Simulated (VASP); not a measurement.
# Ga (C2/c) in VASP: single point with PBEsol

Aim: the single point of Ga with PBEsol.

Everything below comes from runs of VASP 6.6.1. Logs are shortened: lines on timing, memory, paths and dates and some standing lists are left out, and cuts for length are marked.

### Step 1. The cell of the first run

Symmetry: C2/c, No. 15, monoclinic system. Conventional cell: a = 2.900 Å, b = 8.130 Å, c = 3.170 Å, α = 90.00°, β = 90.72°, γ = 90.00°. Ga (site symmetry 2) has 10 Ga at 2.68 to 3.17 Å within 3.5 Å.

### Step 2. Single point, PBEsol (strain +0.0125 x Voigt [0, 0, 0, 0, 1, 0])

Input file INCAR:

```
SYSTEM = Ga
PREC     = Accurate       ! precision mode
ENCUT    = 520            ! plane-wave cutoff, eV
EDIFF    = 1E-6           ! SCF threshold, eV
ISMEAR   = 0              ! smearing method
SIGMA    = 0.15           ! smearing width, eV
LREAL    = .False.        ! projectors in reciprocal space
LASPH    = .True.         ! aspherical terms in the spheres
NELM     = 100            ! most SCF steps
ALGO     = Fast           ! electronic algorithm
ISIF     = 2              ! what is computed and relaxed
LWAVE    = .False.        ! write WAVECAR
LCHARG   = .True.         ! write CHGCAR
GGA      = PS             ! functional
LELF     = .True.         ! ELF
LVHAR    = .True.       
NBANDS   = 20             ! bands
```

Input file KPOINTS:

```
regular mesh
0
Gamma
  18 18 16
  0 0 0
```

Input file POSCAR:

```
Ga
1.0
    1.4500000000     -4.0650000000      0.0090625000
    1.4500000000      4.0650000000      0.0090625000
    0.0198125000      0.0000000000      3.1700000000
Ga
2
Direct
    0.8670000000      0.1330000000      0.2500000000
    0.1330000000      0.8670000000      0.7500000000
```

Potentials or basis: VASP PAW PBE potentials, release 64 (Ga_d).

The run is started by

```
> cat potpaw_PBE.64/Ga_d/POTCAR > POTCAR
> mpirun -np 1 vasp_std > vasp.out
```

OUTCAR:

```text
SYSTEM = Ga
   PREC = Accurate
   ENCUT = 520
   EDIFF = 1E-6
   ISMEAR = 0
   LREAL = .False.
   LASPH = .True.
   NELM = 100
   ISIF = 2
   GGA = PS

 ion  position               nearest neighbor table
   1  0.867  0.133  0.250-   2 2.68   2 2.68   2 2.86   2 2.86   2 2.88   2 2.88
   2  0.133  0.867  0.750-   1 2.68   1 2.68   1 2.86   1 2.86   1 2.88   1 2.88

  LATTYP: Found a base centered monoclinic cell.
 ALAT       =     2.9000566401
 B/A-ratio  =     2.8033935226
 C/A-ratio  =     1.0931034483
 COS(beta)  =    -0.0124995117

  Lattice vectors:

 A1 = (  -1.4500000000,   4.0650000000,  -0.0090625000)
 A2 = (  -1.4500000000,  -4.0650000000,  -0.0090625000)
 A3 = (   0.0198125000,   0.0000000000,   3.1700000000)

Analysis of symmetry for initial positions (statically):
=====================================================================
 Subroutine PRICEL returns:
 Original cell was already a primitive cell.

 Routine SETGRP: Setting up the symmetry group for a
 base centered monoclinic supercell.

 Subroutine GETGRP returns: Found  4 space group operations
 (whereof  2 operations were pure point group operations)
 out of a pool of  4 trial point group operations.

The static configuration has the point symmetry S_2 .
 The point group associated with its full space group is C_2h.

Analysis of symmetry for dynamics (positions and initial velocities):
=====================================================================
 Subroutine PRICEL returns:
 Original cell was already a primitive cell.

 Routine SETGRP: Setting up the symmetry group for a
 base centered monoclinic supercell.

 Subroutine GETGRP returns: Found  4 space group operations
 (whereof  2 operations were pure point group operations)
 out of a pool of  4 trial point group operations.

The dynamic configuration has the point symmetry S_2 .
 The point group associated with its full space group is C_2h.

 Subroutine INISYM returns: Found  4 space group operations
 (whereof  2 operations are pure point group operations),
 and found     1 'primitive' translations

----------------------------------------------------------------------------------------

                                     Primitive cell

  volume of cell :      37.3681

  direct lattice vectors                    reciprocal lattice vectors
     1.450000000 -4.065000000  0.009062500     0.344841057 -0.123001230 -0.002155257
     1.450000000  4.065000000  0.009062500     0.344841057  0.123001230 -0.002155257
     0.019812500  0.000000000  3.170000000    -0.001971686  0.000000000  0.315469736

  length of vectors
     4.315878489  4.315878489  3.170061913     0.366127440  0.366127440  0.315475898

  position of ions in fractional coordinates (direct lattice)
     0.867000000  0.133000000  0.250000000
     0.133000000  0.867000000  0.750000000

  ion indices of the primitive-cell ions
   primitive index   ion index
                 1           1
                 2           2

----------------------------------------------------------------------------------------

 KPOINTS: regular mesh

Automatic generation of k-mesh.
 Grid dimensions read from file:
 generate k-points for:   18   18   16

 Generating k-lattice:

  Cartesian coordinates                     Fractional coordinates (reciprocal lattice)
     0.019157836 -0.006833402 -0.000119736     0.055555556  0.000000000  0.000000000
     0.019157836  0.006833402 -0.000119736     0.000000000  0.055555556  0.000000000
    -0.000123230  0.000000000  0.019716859     0.000000000  0.000000000  0.062500000

  Length of vectors
     0.020340413  0.020340413  0.019717244

  Shift w.r.t. Gamma in fractional coordinates (k-lattice)
     0.000000000  0.000000000  0.000000000

 Subroutine IBZKPT returns following result:
 ===========================================

 Found   1379 irreducible k-points:

 Following reciprocal coordinates:
            Coordinates               Weight
  0.000000  0.000000  0.000000      1.000000
  0.055556 -0.000000  0.000000      4.000000
  0.111111 -0.000000  0.000000      4.000000
  0.166667 -0.000000 -0.000000      4.000000
  0.222222 -0.000000 -0.000000      4.000000
  0.277778 -0.000000  0.000000      4.000000
[... 16 lines left out ...]
 -0.277778  0.055556  0.000000      4.000000
 -0.222222  0.055556  0.000000      4.000000
 [... further k-points ...]
   k-points           NKPTS =   1379   k-points in BZ     NKDIM =   1379   number of bands    NBANDS=     20
   number of dos      NEDOS =    301   number of ions     NIONS =      2
   total plane-waves  NPLWV =  24576
   dimension x,y,z NGX =    32 NGY =   32 NGZ =   24
   dimension x,y,z NGXF=    64 NGYF=   64 NGZF=   48
   ions per type =               2
   NGX,Y,Z   is equivalent  to a cutoff of  12.33, 12.33, 12.59 a.u.
   NGXF,Y,Z  is equivalent  to a cutoff of  24.65, 24.65, 25.17 a.u.
 SYSTEM =  Ga
   PREC   = accura    normal or accurate (medium, high low for compatibility)
   ISTART =      0    job   : 0-new  1-cont  2-samecut
   ICHARG =      2    charge: 1-file 2-atom 10-const
   ISPIN  =      1    spin polarized calculation?
   LNONCOLLINEAR =      F non collinear calculations
   LSORBIT =      F    spin-orbit coupling
   LASPH  =      T    aspherical Exc in radial PAW
   ENCUT  =  520.0 eV  38.22 Ry    6.18 a.u.   8.02  8.02  5.89*2*pi/ulx,y,z
   NELM   =    100;   NELMIN=  2; NELMDL= -5     # of ELM steps
   EDIFF  = 0.1E-05   stopping-criterion for ELM
   LREAL  =      F    real-space projection
   EDIFFG = 0.1E-04   stopping-criterion for IOM
   NSW    =      0    number of steps for IOM
   IBRION =     -1    ionic relax: 0-MD 1-quasi-New 2-CG
   NFREE  =      0    steps in history (QN), initial steepest desc. (CG)
   ISIF   =      2    stress and relaxation
   ISYM   =      2    0-nonsym 1-usesym 2-fastsym
   POTIM  = 0.5000    time-step for ionic-motion
   TEBEG  =    0.0;   TEEND  =   0.0 temperature during run
   PSTRESS=    0.0 pullay stress
   NELECT =      26.0000    total number of electrons
   NUPDOWN=      -1.0000    fix difference up-down
   EMIN   =  10.00;   EMAX   =-10.00  energy-range for DOS
   EFERMI =   0.00;   METHOD = LEGACY
   ISMEAR =     0;   SIGMA  =   0.15  broadening in eV -4-tet -1-fermi 0-gaus
   EFERMI_NEDOS =   21; number of points for ismear=-14 and -15
   IALGO  =     68    algorithm
   IMIX   =      4    mixing-type and parameters
     AMIX     =   0.40;   BMIX     =  1.00
     AMIX_MAG =   1.60;   BMIX_MAG =  1.00
  volume/ion in A,a.u.               =      18.68       126.09
  Fermi-wavevector in a.u.,A,eV,Ry     =   1.450660  2.741350 28.632300  2.104415
  Thomas-Fermi vector in A             =   2.568247
   LORBIT       =      0    0 simple, 1 ext, 2 COOP (PROOUT), +10 PAW based schemes
   GGA     = PS    functional components
   LHFCALC =     F    Hartree Fock is set to
   AEXX    =    0.0000 exact exchange contribution
   IVDW    =     0    specifies the selected vdW correction
   LEPSILON=     F    determine dielectric tensor
   LRPA    =     F    only Hartree local field effects (RPA)
 non-spin polarized calculation
 RMM-DIIS sequential band-by-band and
 Gauss-broadening in eV      SIGMA  =   0.15
  energy-cutoff  :      520.00
  volume of cell :       37.37
 maximum number of plane-waves:      1024
   NGX = 17   NGY = 17   NGZ = 11

 number of electron      26.0000001 magnetization

 Free energy of the ion-electron system (eV)
  ---------------------------------------------------
  ext. energy  EPLUGINS =         0.00000000
  ---------------------------------------------------
  free energy    TOTEN  =        -6.65761225 eV

  energy without entropy =       -6.64892871  energy(sigma->0) =       -6.65327048

 E-fermi :   5.4933     XC(G=0): -11.1577

 val. band max:        5.4924155616   @ k =  -0.1667  -0.1667   0.1875
 cond. band min:       5.4935360715   @ k =  -0.1667   0.2222   0.4375
 fundamental gap:      0.0011205099
 Fermi energy:         5.4932565346

 k-point     1 :       0.0000    0.0000    0.0000
  band No.  band energies     occupation
      1      -9.6375      2.00000
      2      -9.6128      2.00000
      3      -9.5426      2.00000
      4      -9.5287      2.00000
      5      -9.3365      2.00000
      6      -9.3203      2.00000
[... 12 lines left out ...]
     19      16.7462      0.00000
     20      17.2201      0.00000

 k-point     2 :       0.0556   -0.0000    0.0000
  band No.  band energies     occupation
      1      -9.6343      2.00000
      2      -9.6108      2.00000
      3      -9.5424      2.00000
      4      -9.5153      2.00000
      5      -9.3401      2.00000
      6      -9.3242      2.00000
[... 12 lines left out ...]
     19      16.7709      0.00000
     20      18.1214      0.00000

 k-point     3 :       0.1111   -0.0000    0.0000
  band No.  band energies     occupation
      1      -9.6251      2.00000
      2      -9.6050      2.00000
      3      -9.5343      2.00000
      4      -9.4854      2.00000
      5      -9.3505      2.00000
      6      -9.3355      2.00000
[... 12 lines left out ...]
     19      17.5385      0.00000
     20      19.2894      0.00000

 k-point     4 :       0.1667   -0.0000   -0.0000
  band No.  band energies     occupation
      1      -9.6113      2.00000
      2      -9.5962      2.00000
      3      -9.5184      2.00000
      4      -9.4492      2.00000
      5      -9.3632      2.00000
      6      -9.3532      2.00000
[... 12 lines left out ...]
     19      17.7522      0.00000
     20      21.0026      0.00000

 k-point     5 :       0.2222   -0.0000   -0.0000
  band No.  band energies     occupation
      1      -9.5946      2.00000
      2      -9.5856      2.00000
      3      -9.4997      2.00000
      4      -9.4328      2.00000
      5      -9.3757      2.00000
      6      -9.3543      2.00000
[... 12 lines left out ...]
     19      17.8465      0.00000
     20      21.3148      0.00000
[... 353 lines left out ...]
      6      -9.3307      2.00000
[... 12 lines left out ...]
     19      16.9529      0.00000
     20      18.1931      0.00000

 k-point    22 :      -0.3333    0.0556    0.0000
  band No.  band energies     occupation
      1      -9.5690      2.00000
      2      -9.5617      2.00000
      3      -9.4931      2.00000
      4      -9.4544      2.00000
      5      -9.4111      2.00000
      6      -9.3276      2.00000
[... 12 lines left out ...]
     19      17.3534      0.00000
     20      19.2567      0.00000

 k-point    23 :      -0.2778    0.0556    0.0000
  band No.  band energies     occupation
      1      -9.5852      2.00000
      2      -9.5728      2.00000
      3      -9.5132      2.00000
      4      -9.4358      2.00000
      5      -9.3861      2.00000
      6      -9.3520      2.00000
[... 12 lines left out ...]
     19      17.3313      0.00000
     20      20.7010      0.00000

 k-point    24 :      -0.2222    0.0556    0.0000
  band No.  band energies     occupation
      1      -9.6030      2.00000
      2      -9.5847      2.00000
      3      -9.5348      2.00000
      4      -9.4351      2.00000
      5      -9.3765      2.00000
      6      -9.3623      2.00000
[... 12 lines left out ...]
     19      17.2888      0.00000
     20      20.6110      0.00000

 [... further k-points ...]

------------------------ aborting loop because EDIFF is reached ----------------------------------------

  FORCE on cell =-STRESS in cart. coord.  units (eV):
  Direction    XX          YY          ZZ          XY          YZ          ZX
  --------------------------------------------------------------------------------------
  -------------------------------------------------------------------------------------
  Total       -0.8979389     -0.3108269     -0.1145773      0.0000000      0.0000000      0.0178887
  in kB      -38.4996285    -13.3268760     -4.9125672      0.0000000      0.0000000      0.7669898
  external PRESSURE =     -18.9130239 kB  Pullay stress =       0.0000000 kB

 VOLUME and BASIS-vectors are now :
 -----------------------------------------------------------------------------
  energy-cutoff  :      520.00
  volume of cell :       37.37
      direct lattice vectors                 reciprocal lattice vectors
     1.450000000 -4.065000000  0.009062500     0.344841057 -0.123001230 -0.002155257
     1.450000000  4.065000000  0.009062500     0.344841057  0.123001230 -0.002155257
     0.019812500  0.000000000  3.170000000    -0.001971686  0.000000000  0.315469736

 POSITION                                       TOTAL-FORCE (eV/Angst)
 -----------------------------------------------------------------------------------
      1.45495     -2.98371      0.80156        -0.000000      0.198701     -0.000000
      1.46486      2.98371      2.38656         0.000000     -0.198701      0.000000
 -----------------------------------------------------------------------------------
    total drift:                               -0.000000      0.000000     -0.000000

  FREE ENERGIE OF THE ION-ELECTRON SYSTEM (eV)
  ---------------------------------------------------
  free  energy   TOTEN  =        -6.6576122502 eV

  energy  without entropy=       -6.6489287120  energy(sigma->0) =       -6.65327048
```

Run time: 11 min. Hardware: 1 thread of AMD EPYC 9R45 (Zen 5), shared host; peak memory 0.79 GiB.

Results:

- Free energy: -6.6576 eV
- Pressure: -1.9 GPa
- Largest force: 0.199 eV/Å
- Band gap on the k mesh: zero (bands 13 and 14 overlap by 9.37 eV)

Forces on the atoms (eV/Å):
```
Ga   0.000  0.199  0.000
Ga   0.000 -0.199  0.000
```

Caveat: the cell differs from its parent crystal (strain +0.0125 x Voigt [0, 0, 0, 0, 1, 0]); the PAW data sets were made with another functional, which shifts forces and pressure a little.
